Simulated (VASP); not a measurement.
Ta4GeIr:

```
Ta Ge Ir
1.0
     3.64841    0.00000    0.00000
    -1.82421    3.15962    0.00000
     0.00000    0.00000    7.41654
Ta Ge Ir
4 1 1
Direct
  0.33333 0.66667 0.75959
  0.33333 0.66667 0.24041
  0.66667 0.33333 0.75959
  0.66667 0.33333 0.24041
  0.00000 0.00000 0.50000
  0.00000 0.00000 0.00000
```

```yaml
Program: VASP 6.6.1
Task: relaxation of cell and atoms
Functional: PBE
Potentials_or_basis: VASP PAW PBE potentials, release 64 (Ta_pv, Ge_d, Ir)
Cutoff: 600 eV
k_mesh: 6 × 6 × 4
Occupations: gaussian, width 0.1 eV
Spin: no spin polarisation
```

At the start: pressure 112.4 GPa; volume 14.25 Å³/atom.

**Question.** How do energy, volume and symmetry change on relaxing?

**Answer.** Over 20 steps the energy falls by 3055.0 meV/atom and the volume is 17.37 Å³/atom (+21.9 %); space group P6/mmm (No. 191, to 0.05 Å).

The path:
| step | energy change (eV) | largest force (eV/Å) | pressure (GPa) | volume (Å³) |
| --- | --- | --- | --- | --- |
| 1 | 0.0000 | 0.3239 | 112.39 | 85.49 |
| 2 | 6.6963 | 0.5404 | -23.81 | 258.76 |
| 3 | -12.4892 | 0.5587 | -19.12 | 139.12 |
| 4 | -13.1500 | 0.5308 | -13.99 | 130.76 |
| 5 | -13.3521 | 0.4677 | -6.74 | 122.79 |
| 6 | -13.3554 | 0.4766 | -7.87 | 123.85 |
| 7 | -15.6664 | 0.2411 | -2.59 | 111.73 |
| 8 | 48.9188 | 55.7646 | 432.84 | 67.71 |
| 9 | -15.9148 | 0.0734 | -2.53 | 110.59 |
| 10 | -16.5276 | 2.4278 | 37.43 | 90.54 |
| 11 | -17.2824 | 0.3673 | 4.94 | 103.38 |
| 12 | -17.8262 | 0.8574 | 16.43 | 97.09 |
| 13 | -17.6754 | 1.0562 | 6.32 | 101.86 |
| 14 | -18.1125 | 0.9750 | 10.81 | 99.22 |
| 15 | -18.3158 | 0.0173 | -2.49 | 105.60 |
| 16 | -18.3277 | 0.1702 | -0.21 | 104.32 |
| 17 | -18.3276 | 0.1838 | 0.01 | 104.21 |
| 18 | -18.3295 | 0.0947 | 0.12 | 104.12 |
| 19 | -18.3300 | 0.0167 | 0.23 | 104.03 |
| 20 | -18.3301 | 0.0045 | -0.06 | 104.20 |

Final structure:
```xyz
6
Lattice="4.7150 0.0000 0.0000 -2.3575 4.0833 0.0000 0.0000 0.0000 5.4123" Properties=species:S:1:pos:R:3 pbc="T T T"
Ta    0.0000    2.7222    4.0713
Ta    0.0000    2.7222    1.3409
Ta    2.3575    1.3611    4.0713
Ta    2.3575    1.3611    1.3409
Ge    0.0000    0.0000    2.7061
Ir    0.0000    0.0000    0.0000
```

Caveat: the volume moved by over 15 % at a fixed basis, so the end points are rough.
